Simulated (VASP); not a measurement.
# La: single point with LDA

La:

```
La
1.0
     2.46293    0.00000    0.00000
     0.00000    2.46293    0.00000
     0.00000    0.00000    2.46293
La
1
Direct
  0.00000 0.00000 0.00000
```

This isn't the form of La at room conditions, which is double hcp.

| Item | Value |
| --- | --- |
| Program | VASP 6.6.1 |
| Task | single point |
| Functional | LDA |
| Potentials or basis | VASP PAW LDA potentials, release 64 (La) |
| Cutoff | 520 eV |
| k mesh | 15 × 15 × 15 |
| Occupations | fermi-dirac, width 0.08 eV |
| Spin | no spin polarisation |

```json
{
  "Pressure": "169.6 GPa",
  "Band gap on the k mesh": "zero (an odd number of electrons rules out a gap without spin polarisation)"
}
```

Levels at points of the mesh, in eV from the Fermi level:
| k point | band 2 | band 3 | band 4 | band 5 | band 6 | band 7 | band 8 | band 9 |
| --- | --- | --- | --- | --- | --- | --- | --- | --- |
| (0.00, 0.00, 0.00) | -11.81 | -11.81 | -11.81 | -3.07 | -3.07 | 1.35 | 3.61 | 3.61 |

It took 21 s on 1 thread of Intel Xeon 8259CL, on a shared host, peak memory 0.14 GiB.

Caveat: the cell stands under pressure; spin-orbit coupling is left out, which moves the levels of the heavy elements.
